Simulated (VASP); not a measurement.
# PbS (Fm-3m) in VASP: settings compared, part 2 of 2

VASP 6.6.1. The steps go on from the part before.

## (5) Single point, HSE06 (strain -2.0%)

POSCAR

```
PbS
1.0
    0.0000000000      2.9274880227      2.9274880227
    2.9274880227      0.0000000000      2.9274880227
    2.9274880227      2.9274880227      0.0000000000
Pb S
1 1
Direct
    0.0000000000      0.0000000000      0.0000000000
    0.5000000000      0.5000000000      0.5000000000
```

INCAR.step1

```
  PREC = Accurate
  ENCUT = 520
  EDIFF = 1E-5
  ISMEAR = 0
  SIGMA = 0.01
  LREAL = F
  LASPH = T
  NELM = 60
  ALGO = Normal
  ISIF = 2
  LWAVE = T
  GGA = PE
  NBANDS = 17
```

INCAR.step2

```
  PREC = Accurate
  ENCUT = 520
  EDIFF = 1E-6
  ISMEAR = 0
  SIGMA = 0.01
  LREAL = F
  LASPH = T
  NELM = 60
  ALGO = Normal
  ISIF = 2
  LWAVE = F
  LCHARG = T
  GGA = PE
  LHFCALC = T
  HFSCREEN = 0.2079
  PRECFOCK = Normal
  LELF = T
  LVHAR = T
  ISTART = 1
  NBANDS = 17
```

KPOINTS

```
Automatic mesh
0
Gamma
  6 6 6
```

Potentials or basis: VASP PAW PBE potentials, release 64 (Pb_d, S).

Launch:

```bash
> cat potpaw_PBE.64/Pb_d/POTCAR potpaw_PBE.64/S/POTCAR > POTCAR
> cp INCAR.step1 INCAR
> mpirun -np 1 vasp_std > vasp.out
> cp INCAR.step2 INCAR
> mpirun -np 1 vasp_std > vasp.out
```

OUTCAR:

```text
PREC = Accurate
   ENCUT = 520
   EDIFF = 1E-6
   ISMEAR = 0
   LREAL = F
   LASPH = T
   NELM = 60
   ISIF = 2
   GGA = PE
   LHFCALC = T
   HFSCREEN = 0.2079
   PRECFOCK = Normal
   ISTART = 1

 ion  position               nearest neighbor table
   1  0.000  0.000  0.000-   2 2.93   2 2.93   2 2.93   2 2.93   2 2.93   2 2.93
   2  0.500  0.500  0.500-   1 2.93   1 2.93   1 2.93   1 2.93   1 2.93   1 2.93

  LATTYP: Found a face centered cubic cell.
 ALAT       =     5.8549760454

  Lattice vectors:

 A1 = (   0.0000000000,   2.9274880227,   2.9274880227)
 A2 = (   2.9274880227,   0.0000000000,   2.9274880227)
 A3 = (   2.9274880227,   2.9274880227,   0.0000000000)

Analysis of symmetry for initial positions (statically):
=====================================================================
 Subroutine PRICEL returns:
 Original cell was already a primitive cell.

 Routine SETGRP: Setting up the symmetry group for a
 face centered cubic supercell.

 Subroutine GETGRP returns: Found 48 space group operations
 (whereof 48 operations were pure point group operations)
 out of a pool of 48 trial point group operations.

The static configuration has the point symmetry O_h .

Analysis of symmetry for dynamics (positions and initial velocities):
=====================================================================
 Subroutine PRICEL returns:
 Original cell was already a primitive cell.

 Routine SETGRP: Setting up the symmetry group for a
 face centered cubic supercell.

 Subroutine GETGRP returns: Found 48 space group operations
 (whereof 48 operations were pure point group operations)
 out of a pool of 48 trial point group operations.

The dynamic configuration has the point symmetry O_h .
[... 110 lines left out ...]
     AMIX_MAG =   1.60;   BMIX_MAG =  1.00
  volume/ion in A,a.u.               =      25.09       169.31
  Fermi-wavevector in a.u.,A,eV,Ry     =   1.204795  2.276732 19.749267  1.451530
  Thomas-Fermi vector in A             =   2.340510
   LORBIT       =      0    0 simple, 1 ext, 2 COOP (PROOUT), +10 PAW based schemes
   GGA     = PE    functional components
   LHFCALC =     T    Hartree Fock is set to
   PRECFOCK=normal    Normal, Fast or Accurate (Low or Medium for compatibility)
   ENCUT4O =  -1.0   cutoff for four orbital integrals eV
   NKREDX  =     1    reduce k-point grid by
   NKREDY  =     1    reduce k-point grid by
   NKREDZ  =     1    reduce k-point grid by
   AEXX    =    0.2500 exact exchange contribution
   HFSCREEN=    0.2079 screening length (either q_TF or 0.3 A-1)
   HFSCREENC=   0.2079 screening length for correlation (either q_TF or 0.3 A-1)
   ENCUTFOCK=  -1.0 apply spherical cutoff to Coloumb kernel
   IVDW    =     0    specifies the selected vdW correction
   LEPSILON=     F    determine dielectric tensor
   LRPA    =     F    only Hartree local field effects (RPA)
 non-spin polarized calculation
 Gauss-broadening in eV      SIGMA  =   0.01
  energy-cutoff  :      520.00
  volume of cell :       50.18
 maximum number of plane-waves:      1363
  NGX = 24; NGY = 24; NGZ = 24

 number of electron      19.9999996 magnetization

 Free energy of the ion-electron system (eV)
  ---------------------------------------------------
  ext. energy  EPLUGINS =         0.00000000
  ---------------------------------------------------
  free energy    TOTEN  =       -10.37532117 eV

  energy without entropy =      -10.37532117  energy(sigma->0) =      -10.37532117

 E-fermi :   6.2612     XC(G=0):  -8.1900

 val. band max:        6.1450161897   @ k =   0.5000   0.0000   0.0000
 cond. band min:       6.7579347910   @ k =   0.5000   0.0000   0.0000
 fundamental gap:      0.6129186013
 Fermi energy:         6.2612227264

 k-point     1 :       0.0000    0.0000    0.0000
  band No.  band energies     occupation
      1     -12.5863      2.00000
      2     -12.5863      2.00000
      3     -12.5863      2.00000
      4     -12.5846      2.00000
      5     -12.5846      2.00000
      6      -9.4704      2.00000
[... 297 lines left out ...]
      4     -12.5424      2.00000
      5     -12.5158      2.00000
      6      -7.4601      2.00000
[... 9 lines left out ...]
     16      19.0744      0.00000
     17      19.3927      0.00000

------------------------ aborting loop because EDIFF is reached ----------------------------------------

  FORCE on cell =-STRESS in cart. coord.  units (eV):
  Direction    XX          YY          ZZ          XY          YZ          ZX
  --------------------------------------------------------------------------------------
  -------------------------------------------------------------------------------------
  Total        1.1184243      1.1184243      1.1184243      0.0000000      0.0000000      0.0000000
  in kB       35.7109821     35.7109821     35.7109821      0.0000000      0.0000000      0.0000000
  external PRESSURE =      35.7109821 kB  Pullay stress =       0.0000000 kB

 VOLUME and BASIS-vectors are now :
 -----------------------------------------------------------------------------
  energy-cutoff  :      520.00
  volume of cell :       50.18
      direct lattice vectors                 reciprocal lattice vectors
     0.000000000  2.927488023  2.927488023    -0.170794892  0.170794892  0.170794892
     2.927488023  0.000000000  2.927488023     0.170794892 -0.170794892  0.170794892
     2.927488023  2.927488023  0.000000000     0.170794892  0.170794892 -0.170794892

 POSITION                                       TOTAL-FORCE (eV/Angst)
 -----------------------------------------------------------------------------------
      0.00000      0.00000      0.00000        -0.000000     -0.000000     -0.000000
      2.92749      2.92749      2.92749         0.000000      0.000000      0.000000
 -----------------------------------------------------------------------------------
    total drift:                                0.000000     -0.000001      0.000000

  FREE ENERGIE OF THE ION-ELECTRON SYSTEM (eV)
  ---------------------------------------------------
  free  energy   TOTEN  =       -10.3753211741 eV

  energy  without entropy=      -10.3753211741  energy(sigma->0) =      -10.37532117
```

It took 39 min on 1 thread of Intel Xeon Platinum 8259CL at 2.50GHz (Skylake/Cascade Lake), shared host; peak memory 0.3 GiB.

What came out:

- Free energy: -10.3753 eV
- Pressure: 3.6 GPa
- Band gap on the k mesh: 0.61 eV

Caveat: the cell differs from its parent crystal (strain -2.0%); the cell stands under pressure; the PAW data sets were made with another functional, which shifts forces and pressure a little; spin-orbit coupling is left out, which moves the levels of the heavy elements. A k mesh can miss the band edges.

## (6) The runs side by side

```csv
level,cell,k mesh,cutoff (eV),smearing,grid for exact exchange (PRECFOCK),share of exact exchange,screening parameter,gap on the mesh (eV),pressure (GPa)
PBE,"a = 4.182 Å, angles 60.0°, 2 atoms",8 × 8 × 8,500,fermi-dirac 0.02 eV,-,-,-,0.33,2.7
PBE,"a = 4.309 Å, angles 60.0°, 2 atoms",8 × 8 × 8,500,fermi-dirac 0.02 eV,-,-,-,0.63,-2.1
PBE,"a = 4.351 Å, angles 60.0°, 2 atoms",8 × 8 × 8,500,fermi-dirac 0.02 eV,-,-,-,0.71,-3.3
HSE06,"a = 4.140 Å, angles 60.0°, 2 atoms",6 × 6 × 6,520,gaussian 0.01 eV,Normal,0.25,0.2079 1/Å,0.61,3.6
```

Alike in all rows: task single point; potentials or basis VASP PAW PBE potentials, release 64 (Pb_d, S); no spin polarisation.

Caveats: spin-orbit coupling is left out, which moves the levels of the heavy elements; the cell stands under tension (at least some runs); the cell stands under pressure (at least some runs); the PAW data sets were made with another functional, which shifts forces and pressure a little (at least some runs).

Absolute energies hang on the potentials; compare differences alone.
